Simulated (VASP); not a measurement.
# CuSi16 (a cell with a defect) in VASP: notebook

Runs on CuSi16 (a cell with a defect). Level: PBEsol. Tasks: single point.

Everything below comes from runs of VASP 6.6.1. Logs are shortened: lines on timing, memory, paths and dates and some standing lists are left out, and cuts for length are marked.

**1. The cell of the first run**

The cell holds a defect, 17 atoms: a = 7.679 Å, b = 7.679 Å, c = 7.679 Å, α = 60.00°, β = 60.00°, γ = 60.00°.

**2. Single point, PBEsol**

Contents of INCAR:

```
SYSTEM = CuSi16
ALGO = Normal
EDIFF = 1E-6
ENCUT = 520
GGA = PS
ISIF = 2
ISMEAR = -1
LASPH = .True.
LCHARG = .True.
LELF = .True.
LREAL = Auto
LVHAR = .True.
LWAVE = .False.
NBANDS = 52
NELECT = 74.0
NELM = 80
PREC = Accurate
SIGMA = 0.05
```

Contents of KPOINTS:

```
k-points
0
Gamma
  2 2 2
  0 0 0
```

Contents of POSCAR:

```
CuSi16
1.0
    0.0000000000      5.4300000000      5.4300000000
    5.4300000000      0.0000000000      5.4300000000
    5.4300000000      5.4300000000      0.0000000000
Si Cu
16 1
Direct
    0.0059542357      0.0055162983     -0.0205148250
    0.1268076427      0.1263627072      0.1116767035
   -0.0143344383     -0.0147290976      0.4859267035
    0.1098800184      0.1098304788      0.6096930939
    0.0045269797      0.4994385820      0.0002831492
    0.1354154696      0.6204508287      0.1207786372
    0.0057808471      0.4794858195      0.5060591160
    0.1268837017      0.6111516575      0.6271420810
    0.4999013812      0.0039562615      0.0002474217
    0.6207541436      0.1349209945      0.1208097606
    0.4795966851      0.0054093923      0.5061270718
    0.6114850829      0.1264108656      0.6271136280
    0.5077285451      0.5071784530      0.0080924494
    0.6314132597      0.6308679558      0.1317156538
    0.4999913444      0.4994931860      0.5048508287
    0.6206495396      0.6203756906      0.6357151013
    0.8424593923      0.8423037753      0.3424487109
```

Potentials or basis: VASP PAW PBE potentials, release 64 (Si, Cu).

The run is started by

```console
$ cat potpaw_PBE.64/Si/POTCAR potpaw_PBE.64/Cu/POTCAR > POTCAR
$ mpirun -np 1 vasp_std > vasp.out
```

OUTCAR:

```text
SYSTEM = CuSi16
   EDIFF = 1E-6
   ENCUT = 520
   GGA = PS
   ISIF = 2
   ISMEAR = -1
   LASPH = .True.
   LREAL = Auto
   NELECT = 74.0
   NELM = 80
   PREC = Accurate

 ion  position               nearest neighbor table
   1  0.006  0.006  0.979-   4 2.33  17 2.34   2 2.34   6 2.42  10 2.42
   2  0.127  0.126  0.112-   5 2.34   9 2.34   1 2.34   3 2.36
   3  0.986  0.985  0.486-   4 2.34   8 2.36  12 2.36   2 2.36  17 2.69
   4  0.110  0.110  0.610-   7 2.33  11 2.33   1 2.33   3 2.34
   5  0.005  0.499  0.000-   6 2.34  14 2.34   2 2.34   8 2.34
   6  0.135  0.620  0.121-   5 2.34  13 2.34   1 2.42   7 2.42  17 2.47
   7  0.006  0.479  0.506-   4 2.33  17 2.34   8 2.34  16 2.42   6 2.42
   8  0.127  0.611  0.627-  15 2.34   5 2.34   7 2.34   3 2.36
   9  0.500  0.004  0.000-  10 2.34  14 2.34   2 2.34  12 2.34
  10  0.621  0.135  0.121-   9 2.34  13 2.34   1 2.42  11 2.42  17 2.47
  11  0.480  0.005  0.506-   4 2.33  17 2.34  12 2.34  16 2.42  10 2.42
  12  0.611  0.126  0.627-  15 2.34   9 2.34  11 2.34   3 2.36
  13  0.508  0.507  0.008-  14 2.33  10 2.34   6 2.34  16 2.34
  14  0.631  0.631  0.132-  13 2.33   9 2.34   5 2.34  15 2.34
  15  0.500  0.499  0.505-  16 2.34  14 2.34  12 2.34   8 2.34
  16  0.621  0.620  0.636-  15 2.34  13 2.34  11 2.42   7 2.42  17 2.47
  17  0.842  0.842  0.342-  11 2.34   7 2.34   1 2.34  10 2.47   6 2.47  16 2.47   3 2.69

  LATTYP: Found a face centered cubic cell.
 ALAT       =    10.8600000000

  Lattice vectors:

 A1 = (   0.0000000000,   5.4300000000,   5.4300000000)
 A2 = (   5.4300000000,   0.0000000000,   5.4300000000)
 A3 = (   5.4300000000,   5.4300000000,   0.0000000000)

Analysis of symmetry for initial positions (statically):
=====================================================================
 Subroutine PRICEL returns:
 Original cell was already a primitive cell.

 Routine SETGRP: Setting up the symmetry group for a
 face centered cubic supercell.

 Subroutine GETGRP returns: Found  1 space group operations
 (whereof  1 operations were pure point group operations)
 out of a pool of 48 trial point group operations.

The static configuration has the point symmetry C_1 .

Analysis of symmetry for dynamics (positions and initial velocities):
=====================================================================
 Subroutine PRICEL returns:
 Original cell was already a primitive cell.

 Routine SETGRP: Setting up the symmetry group for a
 face centered cubic supercell.

 Subroutine GETGRP returns: Found  1 space group operations
 (whereof  1 operations were pure point group operations)
 out of a pool of 48 trial point group operations.

The dynamic configuration has the point symmetry C_1 .

 Subroutine INISYM returns: Found  1 space group operations
 (whereof  1 operations are pure point group operations),
 and found     1 'primitive' translations

----------------------------------------------------------------------------------------

                                     Primitive cell

  volume of cell :     320.2060

  direct lattice vectors                    reciprocal lattice vectors
     0.000000000  5.430000000  5.430000000    -0.092081031  0.092081031  0.092081031
     5.430000000  0.000000000  5.430000000     0.092081031 -0.092081031  0.092081031
     5.430000000  5.430000000  0.000000000     0.092081031  0.092081031 -0.092081031

  length of vectors
     7.679179644  7.679179644  7.679179644     0.159489025  0.159489025  0.159489025

  position of ions in fractional coordinates (direct lattice)
     0.005954236  0.005516298  0.979485175
     0.126807643  0.126362707  0.111676704
     0.985665562  0.985270902  0.485926703
     0.109880018  0.109830479  0.609693094
     0.004526980  0.499438582  0.000283149
     0.135415470  0.620450829  0.120778637
[... 9 lines left out ...]
     0.620649540  0.620375691  0.635715101
     0.842459392  0.842303775  0.342448711

  ion indices of the primitive-cell ions
   primitive index   ion index
                 1           1
                 2           2
                 3           3
                 4           4
                 5           5
                 6           6
[... 9 lines left out ...]
                16          16
                17          17

----------------------------------------------------------------------------------------

 KPOINTS: k-points

Automatic generation of k-mesh.
 Grid dimensions read from file:
 generate k-points for:    2    2    2

 Generating k-lattice:

  Cartesian coordinates                     Fractional coordinates (reciprocal lattice)
    -0.046040516  0.046040516  0.046040516     0.500000000  0.000000000  0.000000000
     0.046040516 -0.046040516  0.046040516     0.000000000  0.500000000  0.000000000
     0.046040516  0.046040516 -0.046040516     0.000000000  0.000000000  0.500000000

  Length of vectors
     0.079744512  0.079744512  0.079744512

  Shift w.r.t. Gamma in fractional coordinates (k-lattice)
[... 79 lines left out ...]
  free energy    TOTEN  =      -100.09829302 eV

  energy without entropy =     -100.07908489  energy(sigma->0) =     -100.08868896

 E-fermi :   6.3562     XC(G=0):  -9.7570

 val. band max:        6.3522461912   @ k =   0.0000   0.0000   0.0000
 cond. band min:       6.3570844130   @ k =   0.0000   0.0000   0.0000
 fundamental gap:      0.0048382218
 Fermi energy:         6.3561511546

 k-point     1 :       0.0000    0.0000    0.0000
  band No.  band energies     occupation
      1      -5.9716      2.00000
      2      -3.5885      2.00000
      3      -3.5608      2.00000
      4      -3.5602      2.00000
      5      -3.5175      2.00000
      6      -2.0679      2.00000
[... 41 lines left out ...]
     48       8.4179      0.00000
     49       8.4213      0.00000

 k-point     2 :       0.5000    0.0000    0.0000
  band No.  band energies     occupation
      1      -5.2741      2.00000
      2      -5.0374      2.00000
      3      -3.3718      2.00000
      4      -3.3085      2.00000
      5      -3.2086      2.00000
      6      -3.0932      2.00000
[... 41 lines left out ...]
     48       9.7596      0.00000
     49       9.8541      0.00000

 k-point     3 :       0.0000    0.5000    0.0000
  band No.  band energies     occupation
      1      -5.2743      2.00000
      2      -5.0372      2.00000
      3      -3.3717      2.00000
      4      -3.3090      2.00000
      5      -3.2088      2.00000
      6      -3.0934      2.00000
[... 41 lines left out ...]
     48       9.7604      0.00000
     49       9.8556      0.00000

 k-point     4 :       0.0000    0.0000    0.5000
  band No.  band energies     occupation
      1      -5.2741      2.00000
      2      -5.0376      2.00000
      3      -3.3718      2.00000
      4      -3.3081      2.00000
      5      -3.2084      2.00000
      6      -3.0932      2.00000
[... 41 lines left out ...]
     48       9.7589      0.00000
     49       9.8527      0.00000

 k-point     5 :       0.5000    0.5000    0.5000
  band No.  band energies     occupation
      1      -5.3396      2.00000
      2      -4.9638      2.00000
      3      -3.2883      2.00000
      4      -3.2871      2.00000
      5      -3.2801      2.00000
      6      -3.1163      2.00000
[... 41 lines left out ...]
     48       9.7369      0.00000
     49       9.7376      0.00000

 k-point     6 :       0.5000    0.5000    0.0000
  band No.  band energies     occupation
      1      -5.0172      2.00000
      2      -4.7784      2.00000
      3      -3.9540      2.00000
      4      -3.8365      2.00000
      5      -3.8135      2.00000
      6      -3.7879      2.00000
[... 41 lines left out ...]
     48      10.3328      0.00000
     49      10.3342      0.00000

 k-point     7 :       0.0000    0.5000    0.5000
  band No.  band energies     occupation
      1      -5.0173      2.00000
      2      -4.7782      2.00000
      3      -3.9540      2.00000
      4      -3.8367      2.00000
      5      -3.8132      2.00000
      6      -3.7880      2.00000
[... 41 lines left out ...]
     48      10.3332      0.00000
     49      10.3346      0.00000

 k-point     8 :       0.5000    0.0000    0.5000
  band No.  band energies     occupation
      1      -5.0174      2.00000
      2      -4.7781      2.00000
      3      -3.9541      2.00000
      4      -3.8368      2.00000
      5      -3.8129      2.00000
      6      -3.7882      2.00000
[... 41 lines left out ...]
     48      10.3331      0.00000
     49      10.3351      0.00000
 [bands above 49 left out]

------------------------ aborting loop because EDIFF is reached ----------------------------------------

  FORCE on cell =-STRESS in cart. coord.  units (eV):
  Direction    XX          YY          ZZ          XY          YZ          ZX
  --------------------------------------------------------------------------------------
  -------------------------------------------------------------------------------------
  Total       -5.4722736     -5.4628776     -5.4847468     -0.1206154     -0.1028137     -0.0928707
  in kB      -27.3809743    -27.3339606    -27.4433851     -0.6035093     -0.5144368     -0.4646862
  external PRESSURE =     -27.3861067 kB  Pullay stress =       0.0000000 kB

 VOLUME and BASIS-vectors are now :
 -----------------------------------------------------------------------------
  energy-cutoff  :      520.00
  volume of cell :      320.21
      direct lattice vectors                 reciprocal lattice vectors
     0.000000000  5.430000000  5.430000000    -0.092081031  0.092081031  0.092081031
     5.430000000  0.000000000  5.430000000     0.092081031 -0.092081031  0.092081031
     5.430000000  5.430000000  0.000000000     0.092081031  0.092081031 -0.092081031

 POSITION                                       TOTAL-FORCE (eV/Angst)
 -----------------------------------------------------------------------------------
      5.34856      5.35094      0.06228        -0.004699     -0.005559      0.011065
      1.29255      1.29497      1.37471        -0.002043     -0.001887     -0.011800
      7.98860      7.99075     10.70219         0.003555      0.004071      0.004069
      3.90701      3.90728      1.19303        -0.000701      0.000260     -0.002874
      2.71349      0.02612      2.73653         0.000884      0.002625      0.004416
      4.02488      1.39113      4.10435         0.002193     -0.001433     -0.001827
[... 9 lines left out ...]
      6.82057      6.82206      6.73877        -0.002026     -0.001471      0.002313
      6.43321      6.43405      9.14826         0.003353      0.004415      0.004009
 -----------------------------------------------------------------------------------
    total drift:                                0.005865      0.002423      0.006977

  FREE ENERGIE OF THE ION-ELECTRON SYSTEM (eV)
  ---------------------------------------------------
  free  energy   TOTEN  =      -100.0982930241 eV

  energy  without entropy=     -100.0790848900  energy(sigma->0) =     -100.08868896
```

Run time: 5.5 min. Hardware: 1 thread of Intel Xeon Platinum 8488C (Sapphire Rapids), shared host; peak memory 0.49 GiB.

Results:

```yaml
Free_energy: -100.0983 eV
Largest_force: 0.015 eV/Å
```

Forces on the atoms (eV/Å):
```
Si  -0.005 -0.006  0.011
Si  -0.002 -0.002 -0.012
Si   0.004  0.004  0.004
Si  -0.001  0.000 -0.003
Si   0.001  0.003  0.004
Si   0.002 -0.001 -0.002
Si  -0.007  0.012 -0.007
Si  -0.002 -0.011 -0.003
Si   0.005  0.000  0.005
Si  -0.001  0.003 -0.002
Si   0.012 -0.006 -0.005
Si  -0.012 -0.002 -0.002
Si  -0.006 -0.007 -0.004
Si   0.007  0.007  0.008
Si   0.004  0.003  0.001
Si  -0.002 -0.001  0.002
Cu   0.003  0.004  0.004
```

Levels at points of the mesh, in eV from the Fermi level:
```tsv
k point	band 34	band 35	band 36	band 37	band 38	band 39	band 40	band 41
(0.00, 0.00, 0.00)	-1.07	-0.69	-0.19	0.00	0.00	0.25	0.49	0.49
(0.50, 0.00, 0.00)	-0.95	-0.90	-0.88	-0.77	0.46	1.04	1.13	1.22
(0.00, 0.50, 0.00)	-0.95	-0.90	-0.88	-0.77	0.46	1.03	1.13	1.22
(0.00, 0.00, 0.50)	-0.95	-0.90	-0.88	-0.77	0.45	1.04	1.13	1.22
(0.50, 0.50, 0.50)	-0.90	-0.90	-0.59	-0.58	0.44	0.89	1.27	1.28
(0.50, 0.50, 0.00)	-1.52	-1.50	-1.43	-1.13	0.59	0.88	1.85	1.98
(0.00, 0.50, 0.50)	-1.52	-1.50	-1.43	-1.13	0.59	0.88	1.85	1.98
(0.50, 0.00, 0.50)	-1.52	-1.50	-1.43	-1.13	0.59	0.88	1.85	1.98
```

Caveat: the k points lie up to 0.50 Å⁻¹ apart; the cell carries a net charge on a neutralising background, which shifts energy and pressure; the cell is charged against a uniform background, so pressure and absolute levels hang on convention; the PAW data sets were made with another functional, which shifts forces and pressure a little.

**3. Single point, PBEsol**

Contents of INCAR:

```
ALGO = Normal ; EDIFF = 1E-6
ENCUT = 520 ; GGA = PS
ISIF = 2 ; ISMEAR = -1
LASPH = True ; LCHARG = True
LELF = True ; LREAL = Auto
LVHAR = True ; LWAVE = False
NBANDS = 52 ; NELECT = 74.0
NELM = 100 ; PREC = Accurate
SIGMA = 0.05
```

Contents of KPOINTS:

```
k-points
0
Gamma
  2 2 2
```

Contents of POSCAR:

```
CuSi16
1.0
    0.0000000000      5.4300000000      5.4300000000
    5.4300000000      0.0000000000      5.4300000000
    5.4300000000      5.4300000000      0.0000000000
Si Cu
16 1
Direct
    0.0022008287      0.0016726519     -0.0036573665
    0.1301814917      0.1296039595      0.1142827808
   -0.0090346225     -0.0096244936      0.4879990792
    0.1063887661      0.1064810313      0.6278270718
    0.0037871087      0.5033795580     -0.0028966851
    0.1313204420      0.6179524862      0.1279340700
    0.0063321363      0.4766625230      0.5083166667
    0.1283215470      0.6134491713      0.6241429098
    0.5039904236      0.0031539595     -0.0029429098
    0.6183152855      0.1307511971      0.1280583794
    0.4766453039      0.0059677716      0.5084758748
    0.6139358195      0.1276717311      0.6240965930
    0.5052153775      0.5045919890      0.0033054328
    0.6304924494      0.6298869245      0.1240320442
    0.5020283610      0.5013460405      0.4963913444
    0.6204271639      0.6202015654      0.6312759669
    0.8465753223      0.8465955801      0.3673725599
```

Potentials or basis: VASP PAW PBE potentials, release 64 (Si, Cu).

The run is started by

```console
$ cat potpaw_PBE.64/Si/POTCAR potpaw_PBE.64/Cu/POTCAR > POTCAR
$ mpirun -np 1 vasp_std > vasp.out
```

It took 5.9 min on 1 thread of Intel Xeon Platinum 8488C (Sapphire Rapids), shared host; peak memory 0.49 GiB.

The run converged. Its results:

| Item | Value |
| --- | --- |
| Free energy | -100.0820 eV |
| Largest force | 0.055 eV/Å |

Forces on the atoms (eV/Å):
```
Si  -0.026 -0.025  0.018
Si  -0.006 -0.007  0.000
Si  -0.008 -0.007 -0.011
Si  -0.017 -0.018  0.008
Si   0.012  0.014 -0.003
Si  -0.009  0.000  0.019
Si  -0.006 -0.003 -0.023
Si   0.014  0.018 -0.001
Si   0.014  0.012 -0.003
Si   0.001 -0.010  0.020
Si  -0.005 -0.004 -0.023
Si   0.018  0.012 -0.001
Si   0.019  0.021 -0.007
Si   0.013  0.012  0.004
Si   0.007  0.007 -0.010
Si   0.016  0.016  0.004
Cu  -0.038 -0.038  0.010
```

Levels at points of the mesh, in eV from the Fermi level:
```tsv
k point	band 35	band 36	band 37	band 38	band 39	band 40
(0.00, 0.00, 0.00)	-0.69	-0.19	-0.05	0.04	0.38	0.50
(0.50, 0.00, 0.00)	-0.85	-0.81	-0.76	0.43	1.09	1.21
(0.00, 0.50, 0.00)	-0.85	-0.82	-0.76	0.44	1.08	1.21
(0.00, 0.00, 0.50)	-0.85	-0.84	-0.69	0.47	1.02	1.21
(0.50, 0.50, 0.50)	-0.88	-0.67	-0.55	0.44	0.94	1.24
(0.50, 0.50, 0.00)	-1.44	-1.42	-1.01	0.57	0.96	1.91
(0.00, 0.50, 0.50)	-1.47	-1.41	-1.05	0.60	0.95	1.93
(0.50, 0.00, 0.50)	-1.47	-1.41	-1.05	0.60	0.95	1.93
```

Caveat: the k points lie up to 0.50 Å⁻¹ apart; the cell carries a net charge on a neutralising background, which shifts energy and pressure; the cell is charged against a uniform background, so pressure and absolute levels hang on convention; the PAW data sets were made with another functional, which shifts forces and pressure a little.

**4. Single point, PBEsol**

Contents of INCAR:

```
SYSTEM = CuSi16
ALGO = Normal
EDIFF = 1E-6
ENCUT = 520
GGA = PS
ISIF = 2
ISMEAR = -1
LASPH = .TRUE.
LCHARG = .TRUE.
LELF = .TRUE.
LREAL = Auto
LVHAR = .TRUE.
LWAVE = .FALSE.
NBANDS = 52
NELECT = 74.0
NELM = 80
PREC = Accurate
SIGMA = 0.05
```

Contents of KPOINTS:

```
k-points
0
G
  2 2 2
  0 0 0
```

Contents of POSCAR:

```
CuSi16
1.0
    0.0000000000      5.4300000000      5.4300000000
    5.4300000000      0.0000000000      5.4300000000
    5.4300000000      5.4300000000      0.0000000000
Si Cu
16 1
Direct
   -0.0104199816     -0.0112275322      0.0341109576
    0.1297740331      0.1290255985      0.1273613260
    0.0039558932      0.0032218232      0.5012695212
    0.1073279926      0.1073808471      0.6623213628
    0.0044426335      0.5026619705     -0.0060387661
    0.1282388582      0.6126744015      0.1330906077
    0.0070232965      0.4774490792      0.5074411602
    0.1331306630      0.6190146409      0.6211546041
    0.5034593002      0.0036307551     -0.0059438306
    0.6133404236      0.1273892265      0.1333518416
    0.4775054328      0.0064835175      0.5077197974
    0.6195052486      0.1323774401      0.6212680479
    0.5018676796      0.5009680479     -0.0026811234
    0.6311481584      0.6303781768      0.1111722836
    0.5066791897      0.5058436464      0.4823561694
    0.6210315838      0.6206988029      0.6251083794
    0.8458018416      0.8457327808      0.4484957643
```

The run is started by

```console
$ cat potpaw_PBE.64/Si/POTCAR potpaw_PBE.64/Cu/POTCAR > POTCAR
$ mpirun -np 1 vasp_std > vasp.out
```

It took 5.7 min on 1 thread of Intel Xeon Platinum 8488C (Sapphire Rapids), shared host; peak memory 0.49 GiB.

Results (log left out):

| Property | Result |
| --- | --- |
| Free energy | -100.0902 eV |
| Largest force | 0.049 eV/Å |

Forces on the atoms (eV/Å):
```
Si   0.003  0.002 -0.018
Si   0.003  0.004  0.001
Si   0.015  0.016  0.017
Si   0.016  0.016  0.008
Si  -0.009 -0.005 -0.002
Si  -0.012 -0.008  0.005
Si  -0.002 -0.009 -0.021
Si   0.003  0.013  0.015
Si  -0.005 -0.009 -0.003
Si  -0.008 -0.012  0.005
Si  -0.010 -0.001 -0.020
Si   0.014  0.002  0.015
Si  -0.006 -0.005 -0.013
Si  -0.012 -0.013  0.006
Si  -0.016 -0.016 -0.006
Si  -0.009 -0.009  0.005
Cu   0.035  0.035  0.005
```

Levels at points of the mesh, in eV from the Fermi level:
| k point | band 33 | band 34 | band 35 | band 36 | band 37 | band 38 | band 39 | band 40 | band 41 | band 42 |
| --- | --- | --- | --- | --- | --- | --- | --- | --- | --- | --- |
| (0.00, 0.00, 0.00) | -1.02 | -0.98 | -0.70 | -0.18 | -0.04 | 0.03 | 0.35 | 0.50 | 0.51 | 0.58 |
| (0.50, 0.00, 0.00) | -2.03 | -0.92 | -0.86 | -0.85 | -0.77 | 0.44 | 1.07 | 1.19 | 1.24 | 1.34 |
| (0.00, 0.50, 0.00) | -2.03 | -0.92 | -0.86 | -0.85 | -0.77 | 0.44 | 1.07 | 1.19 | 1.24 | 1.34 |
| (0.00, 0.00, 0.50) | -2.12 | -0.89 | -0.88 | -0.65 | -0.55 | 0.44 | 0.92 | 1.25 | 1.28 | 1.46 |
| (0.50, 0.50, 0.50) | -2.01 | -0.91 | -0.87 | -0.85 | -0.71 | 0.47 | 1.03 | 1.19 | 1.22 | 1.34 |
| (0.50, 0.50, 0.00) | -1.83 | -1.53 | -1.45 | -1.42 | -1.05 | 0.58 | 0.94 | 1.89 | 1.99 | 2.09 |
| (0.00, 0.50, 0.50) | -1.85 | -1.51 | -1.47 | -1.42 | -1.08 | 0.59 | 0.93 | 1.90 | 1.99 | 2.09 |
| (0.50, 0.00, 0.50) | -1.85 | -1.51 | -1.47 | -1.42 | -1.08 | 0.59 | 0.93 | 1.90 | 1.98 | 2.09 |

Caveat: the k points lie up to 0.50 Å⁻¹ apart; the cell carries a net charge on a neutralising background, which shifts energy and pressure; the cell is charged against a uniform background, so pressure and absolute levels hang on convention; the PAW data sets were made with another functional, which shifts forces and pressure a little.
